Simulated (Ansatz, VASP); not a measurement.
This is a calculation of CdTe for VASP 6.6.1.

INCAR

```
ALGO = Normal ; EDIFF = 1E-7
ENCUT = 520 ; GGA = PS
ISIF = 2 ; ISMEAR = 0
LASPH = True ; LCHARG = True
LELF = True ; LREAL = False
LVHAR = True ; LWAVE = False
NBANDS = 26 ; NELM = 60
PREC = Accurate ; SIGMA = 0.05
```

KPOINTS

```
k-points
0
Gamma
  6 6 5
```

The input POSCAR:

```
CdTe
1.0
    3.0652910000     -3.0946090000      0.0000000000
    3.0652910000      3.0946090000      0.0000000000
    0.0000000000      0.0000000000      6.0906520000
Te Cd
2 2
Direct
    0.2338630000      0.7661370000      0.2500000000
    0.7661370000      0.2338630000      0.7500000000
    0.7229700000      0.2770300000      0.2500000000
    0.2770300000      0.7229700000      0.7500000000
```

Potentials or basis: VASP PAW PBE potentials, release 64 (Te, Cd).

Command:

```console
$ cat potpaw_PBE.64/Te/POTCAR potpaw_PBE.64/Cd/POTCAR > POTCAR
$ mpirun -np 1 vasp_std > vasp.out
```

Q: Set up the same calculation for Ansatz 0.2.0. Potentials there: all-electron LAPW, scalar-relativistic.

A: As run (the cutoff follows the program's own potentials):

input.yaml

```yaml
crystal:
  lattice:
    - [3.065291, -3.094609, 0.0]
    - [3.065291, 3.094609, 0.0]
    - [0.0, 0.0, 6.090652]
  atoms:
    - { symbol: Te, position: [0.233863, 0.766137, 0.25] }
    - { symbol: Te, position: [0.766137, 0.233863, 0.75] }
    - { symbol: Cd, position: [0.72297, 0.27703, 0.25] }
    - { symbol: Cd, position: [0.27703, 0.72297, 0.75] }
kpoints:
  mp_grid: { grid: [6, 6, 5] }
scf:
  occupations: { method: gaussian, width: 0.05 }
hamiltonian:
  xc: pbesol
  pseudopotentials: { kind: all_electron, lapw: { basis_error: 0.002 } }
output:
  forces: true
  stress: true
  eigenvalues: true
```

Potentials or basis: all-electron LAPW, scalar-relativistic.

Launch:

```console
$ ansatz run input.yaml --threads 2 --pin off --max-ram 6144MiB --backend cpu --events-out ev --progress --plain --runs-dir out
```

Both were run:

|  | VASP | Ansatz | Ansatz less VASP |
| --- | --- | --- | --- |
| gap on the k mesh at the Fermi level (eV) | none | none | - |
| pressure (GPa) | -3.0 | -3.2 | -0.16 |
| rms of the force components (eV/Å) | 0.019 | 0.019 | +0.0003 |

VASP's potentials were made for PBE, not for PBEsol. Atom by atom the forces differ by 0.003 eV/Å (rms over components). A gap of «none» marks a metal or a gap that the smearing closes. Ansatz ran all-electron here, and VASP with PAW potentials.

Spin-orbit coupling is off throughout.
